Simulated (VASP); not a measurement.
The system is Al2GaP3.

```xyz
6
Lattice="3.4052 0.0000 0.0000 0.0000 3.4052 0.0000 0.0000 0.0000 9.8286" Properties=species:S:1:pos:R:3 pbc="T T T"
Al    0.0000    0.0000    9.8281
Al    1.7026    1.7026    4.9298
Ga    1.7026    1.7026    1.6840
P     0.0000    0.0000    6.6313
P     0.0000    0.0000    3.2186
P     1.7026    1.7026    8.1084
```

The cell was generated, and may not be a known phase.

* Program: VASP 6.6.1
* Task: relaxation of cell and atoms
* Functional: PBE
* Potentials or basis: VASP PAW PBE potentials, release 64 (Al, Ga_d, P)
* Cutoff: 600 eV
* k mesh: 6 × 6 × 2
* Occupations: gaussian, width 0.1 eV
* Spin: no spin polarisation

At the start: pressure -10.8 GPa; volume 19.00 Å³/atom.

**Question.** How do energy, volume and symmetry change on relaxing?

**Answer.** Over 78 steps the energy falls by 537.2 meV/atom and the volume is 17.08 Å³/atom (-10.1 %); space group P4mm (No. 99, to 0.1 Å) before and after.

The path:
| step | energy change (eV) | largest force (eV/Å) | pressure (GPa) | volume (Å³) |
| --- | --- | --- | --- | --- |
| 1 | 0.0000 | 0.8470 | -10.76 | 113.97 |
| 3 | -0.9042 | 0.7961 | 0.46 | 92.73 |
| 5 | -1.0084 | 0.3442 | 1.01 | 92.71 |
| 7 | -1.0315 | 0.2513 | -1.05 | 95.07 |
| 9 | -1.0469 | 0.1004 | 0.33 | 93.82 |
| 11 | -1.0636 | 0.2754 | 0.33 | 94.34 |
| 13 | -1.0775 | 0.2881 | -0.64 | 96.05 |
| 15 | -1.1228 | 0.4695 | -0.21 | 96.38 |
| 17 | -0.1095 | 7.9472 | 11.49 | 97.73 |
| 19 | -1.1177 | 2.0606 | 4.27 | 97.27 |
| 21 | -1.2203 | 0.6774 | 1.97 | 96.97 |
| 23 | -1.2252 | 0.8802 | 2.21 | 97.40 |
| 25 | -1.2570 | 0.7766 | 1.41 | 98.66 |
| 27 | -1.3253 | 0.4578 | -1.59 | 104.45 |
| 29 | -1.3919 | 0.3194 | 0.02 | 103.21 |
| 31 | -1.4074 | 0.3298 | 1.26 | 102.37 |
| 33 | -1.4917 | 0.5541 | 1.49 | 102.86 |
| 35 | -2.0721 | 1.1338 | 1.27 | 105.04 |
| 37 | -2.4008 | 0.8860 | 0.62 | 106.16 |
| 39 | -2.4658 | 0.8355 | 0.47 | 106.68 |
| 41 | -2.4766 | 1.0527 | -1.55 | 108.91 |
| 43 | -2.5650 | 0.2411 | 0.09 | 106.38 |
| 45 | -2.6275 | 0.2710 | -0.55 | 105.93 |
| 47 | -1.9314 | 2.7643 | 3.99 | 102.06 |
| 49 | -2.8469 | 1.3201 | -1.96 | 104.77 |
| 51 | -2.9198 | 1.2250 | -1.32 | 103.18 |
| 53 | -2.9204 | 1.2282 | -1.05 | 102.79 |
| 55 | -3.0628 | 0.6650 | 0.51 | 100.66 |
| 57 | -3.0907 | 0.4363 | 1.91 | 99.28 |
| 59 | -3.1293 | 0.3701 | -0.60 | 102.10 |
| 61 | -3.1399 | 0.3275 | -0.50 | 102.11 |
| 63 | -3.1796 | 0.3125 | 1.74 | 100.35 |
| 65 | -3.1904 | 0.3201 | 0.97 | 101.26 |
| 67 | -3.2058 | 0.2476 | -0.29 | 102.57 |
| 69 | -3.2075 | 0.2383 | -0.83 | 103.17 |
| 71 | -3.2184 | 0.1342 | -0.12 | 102.33 |
| 73 | -3.2201 | 0.1038 | 0.03 | 102.16 |
| 75 | -3.2221 | 0.0927 | 0.05 | 102.33 |
| 77 | -3.2230 | 0.0509 | -0.01 | 102.48 |
| 78 | -3.2232 | 0.0272 | 0.03 | 102.46 |

Final structure:
```cif
data_structure
_symmetry_space_group_name_H-M 'P 1'
_symmetry_Int_Tables_number 1
_cell_length_a 3.6044
_cell_length_b 3.6044
_cell_length_c 7.8871
_cell_angle_alpha 90.000
_cell_angle_beta 90.000
_cell_angle_gamma 90.000
_cell_volume 102.46
loop_
_atom_site_label
_atom_site_type_symbol
_atom_site_fract_x
_atom_site_fract_y
_atom_site_fract_z
_atom_site_occupancy
Al1 Al 0.00000 0.00000 0.91495 1
Al2 Al 0.50000 0.50000 0.60518 1
Ga1 Ga 0.50000 0.50000 0.23598 1
P1 P 0.00000 0.00000 0.56295 1
P2 P 0.00000 0.00000 0.26610 1
P3 P 0.50000 0.50000 0.91484 1
```

Caveat: a cell axis changed by over 15 % at a fixed basis, so the end point is rough.
